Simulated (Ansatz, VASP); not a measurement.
## SiSe: VASP beside Ansatz

Contents of POSCAR:

```
SiSe
1.0
    3.5952000000      0.0000000000      0.0000000000
   -1.7976000000      3.1135300000      0.0000000000
    0.0000000000      0.0000000000      3.5987300000
Si Se
1 1
Direct
    0.6666700000      0.3333300000      0.5000000000
    0.0000000000      0.0000000000      0.0000000000
```

INCAR.step1

```
SYSTEM = SiSe
PREC = Accurate
ENCUT = 600
ISMEAR = -1
SIGMA = 0.05
LREAL = .FALSE.
LASPH = .TRUE.
NELM = 80
GGA = PE
ALGO = Normal
EDIFF = 1E-4
LWAVE = .TRUE.
LCHARG = .FALSE.
```

File INCAR.step2:

```
SYSTEM = SiSe
PREC = Accurate
ENCUT = 600
EDIFF = 1E-6
ISMEAR = -1
SIGMA = 0.05
LREAL = .FALSE.
LASPH = .TRUE.
NELM = 80
ALGO = Normal
ISIF = 3
LWAVE = .FALSE.
LCHARG = .FALSE.
METAGGA = R2SCAN
LMIXTAU = .TRUE.
IVDW = 13
IBRION = 2
NSW = 60
EDIFFG = -0.01
VDW_S6 = 1.0
VDW_S8 = 0.6018749
VDW_A1 = 0.51559235
VDW_A2 = 5.77342911
ISTART = 1
```

Contents of KPOINTS:

```
Automatic mesh
0
G
  9 9 7
  0 0 0
```

The input input.yaml:

```yaml
crystal:
  lattice:
    - [3.5952, 0.0, 0.0]
    - [-1.7976, 3.11353, 0.0]
    - [0.0, 0.0, 3.59873]
  atoms:
    - { symbol: Si, position: [0.66667, 0.33333, 0.5] }
    - { symbol: Se, position: [0.0, 0.0, 0.0] }
hamiltonian:
  xc: r2scan
  pseudopotentials: { kind: paw }
  dispersion: d4
kpoints:
  mp_grid: { grid: [9, 9, 7] }
scf:
  occupations: { method: fermi_dirac, width: 0.05 }
output:
  forces: true
  stress: true
  eigenvalues: true
relax:
  f_tol: 0.01
  max_steps: 40
  cell: { stress_tol: 0.05 }
```

Alike in both runs: task relaxation of cell and atoms; functional r2SCAN; dispersion D4; k mesh 9 × 9 × 7; occupations fermi-dirac, width 0.05 eV; no spin polarisation.

|  | VASP | Ansatz |
| --- | --- | --- |
| version | VASP 6.6.1 | Ansatz 0.2.0 |
| potentials or method | VASP PAW PBE potentials, release 64 (Si, Se) | Ansatz PAW |
| plane-wave cutoff (eV) | 600 | 500 |
| valence electrons in the cell | 10 | 20 |

|  | VASP | Ansatz | Ansatz less VASP |
| --- | --- | --- | --- |
| gap on the k mesh at the Fermi level, each at its own relaxed structure (eV) | none | none | - |
| relaxed volume (Å³/atom) | 19.98 | 20.02 | +0.041 |
| relaxed cell length with the largest relative difference (Å) | 3.605 | 3.607 | +0.0029 |

VASP's potentials were made for PBE, not for r2SCAN. A gap of «none» marks a metal or a gap that the smearing closes. VASP's potentials hold 10 valence electrons a cell and Ansatz's 20, so a difference there can come from the potentials and not from the codes.

Noted on Ansatz's run: the plane-wave basis is chosen anew once the cell has moved, so the energies of steps on either side of that aren't comparable.
